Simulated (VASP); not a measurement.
Runs of VASP 6.6.1 on Y. The structure is that of space group P6_3/mmc (No. 194), or close to it. The cells are those of the table. 

| cell | gap on the mesh (eV) | pressure (GPa) |
| --- | --- | --- |
| a = 2.953, b = 2.953, c = 5.024 Å, angles 90.0, 90.0, 120.0°, 2 atoms | none | 39.6 |
| a = 3.556, b = 3.556, c = 5.500 Å, angles 90.0, 90.0, 120.0°, 2 atoms | none | (a) |
| a = 2.814, b = 2.814, c = 4.885 Å, angles 90.0, 90.0, 120.0°, 2 atoms | none | 60.5 |
| a = 3.162, b = 3.162, c = 5.194 Å, angles 90.0, 90.0, 120.0°, 2 atoms | none | 19.6 |

Alike in all rows: task single point; level LDA; potentials or basis VASP PAW LDA potentials, release 64 (Y_sv); no spin polarisation; k mesh 7 × 7 × 4; cutoff (eV) 520; smearing methfessel-paxton 0.1 eV.

Fill in the values left out.

(a) -0.1.

Caveats: some runs use coarse meshes.

A k mesh can miss the band edges, and the runs leave out spin-orbit coupling on Y.

A gap of «none» marks levels without a gap at the run's occupations.
